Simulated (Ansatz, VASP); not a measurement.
# K3TaO3: VASP beside Ansatz

```xyz
7
Lattice="3.8905 0.0000 0.0000 0.0000 3.8905 0.0000 0.0000 0.0000 13.4266" Properties=species:S:1:pos:R:3 pbc="T T T"
K     0.0000    0.0000    7.2264
K     1.9453    1.9453    2.9742
K     1.9453    1.9453   11.2263
Ta    0.0000    0.0000    0.3011
O     3.8905    0.0000    2.1112
O     0.0000    1.9453   13.2553
O     1.9453    0.0000   13.2553
```

Alike in both runs: task single point; functional PBE; k mesh 6 × 6 × 2; occupations gaussian, width 0.2 eV; no spin polarisation.

|  | VASP | Ansatz |
| --- | --- | --- |
| version | VASP 6.6.1 | Ansatz 0.2.0 |
| potentials or method | VASP PAW PBE potentials, release 64 (K_sv, Ta_sv_GW, O), cutoff 700 eV | scalar-relativistic, plane waves, PAW |
| valence electrons in the cell | 58 | 58 |

VASP gave:

| Property | Result |
| --- | --- |
| gap on the k mesh at the Fermi level (eV) | none |
| pressure (GPa) | 0.0 |
| traceless stress, the component that is largest in VASP (GPa) | 0.15 |
| rms of the force components (eV/Å) | 0.067 |

Estimate Ansatz's values.

gap on the k mesh at the Fermi level (eV): none; pressure (GPa): 0.0; traceless stress, the component that is largest in VASP (GPa): 0.04; rms of the force components (eV/Å): 0.018.

Atom by atom the forces differ by 0.050 eV/Å (rms over components). A gap of «none» marks a metal or a gap that the smearing closes.

Neither program's run includes spin-orbit coupling.
